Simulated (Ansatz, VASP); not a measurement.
Two plane-wave programs on HfBBr2

Contents of INCAR:

```
SYSTEM = HfBBr2
  PREC = Accurate
  ENCUT = 600
  EDIFF = 1E-7
  ISMEAR = 0
  SIGMA = 0.1
  LREAL = .FALSE.
  LASPH = .TRUE.
  NELM = 80
  ALGO = Normal
  ISIF = 3
  LWAVE = .FALSE.
  LCHARG = .FALSE.
  GGA = PE
  IBRION = 2
  NSW = 90
  EDIFFG = -0.04
```

Contents of KPOINTS:

```
regular mesh
0
G
  6 6 4
  0 0 0
```

File POSCAR:

```
HfBBr2
1.0
    4.9586393421      0.0000000000      0.0000000000
   -2.4793196710      4.2943076385      0.0000000000
    0.0000000000      0.0000000000      4.4074679234
Hf B Br
1 1 2
Direct
    0.0000000000      0.0000000000      0.5000000000
    0.0000000000      0.0000000000      0.0000000000
    0.3333333333      0.6666666667      0.6638902885
    0.6666666667      0.3333333333      0.3361097115
```

Input for Ansatz:

```yaml
crystal:
  lattice:
    - [4.9586393421, 0.0, 0.0]
    - [-2.479319671, 4.2943076385, 0.0]
    - [0.0, 0.0, 4.4074679234]
  atoms:
    - { symbol: Hf, position: [0.0, 0.0, 0.5] }
    - { symbol: B, position: [0.0, 0.0, 0.0] }
    - { symbol: Br, position: [0.3333333333, 0.6666666667, 0.6638902885] }
    - { symbol: Br, position: [0.6666666667, 0.3333333333, 0.3361097115] }
basis:
  ecutwfc: 420
kpoints:
  mp_grid: { grid: [6, 6, 4] }
hamiltonian:
  xc: pbe
scf:
  occupations: { method: gaussian, width: 0.1 }
  lower_state_search: "off"
output:
  forces: true
  stress: true
  eigenvalues: true
relax:
  adjacent_minimum: "off"
  f_tol: 0.04
  max_steps: 70
  cell: { stress_tol: 0.4 }
```

Alike in both runs: task relaxation of cell and atoms; functional PBE; k mesh 6 × 6 × 4; occupations gaussian, width 0.1 eV; no spin polarisation.

|  | VASP | Ansatz |
| --- | --- | --- |
| version | VASP 6.6.1 | Ansatz 0.2.0 |
| potentials or method | VASP PAW PBE potentials, release 64 (Hf_pv, B, Br), cutoff 600 eV | scalar-relativistic, plane waves, PAW |
| valence electrons in the cell | 27 | 43 |

Ansatz gave:

| Quantity | Value |
| --- | --- |
| gap on the k mesh at the Fermi level, each at its own relaxed structure (eV) | none |
| relaxed volume (Å³/atom) | 23.47 |
| relaxed cell length with the largest relative difference (Å) | 4.812 |

Question: Estimate VASP's values.

Answer: gap on the k mesh at the Fermi level, each at its own relaxed structure (eV): none; relaxed volume (Å³/atom): 23.40; relaxed cell length with the largest relative difference (Å): 4.806.

A gap of «none» marks a metal or a gap that the smearing closes. VASP's potentials hold 27 valence electrons a cell and Ansatz's 43, so a difference there can come from the potentials and not from the codes.

Neither program's run includes spin-orbit coupling.
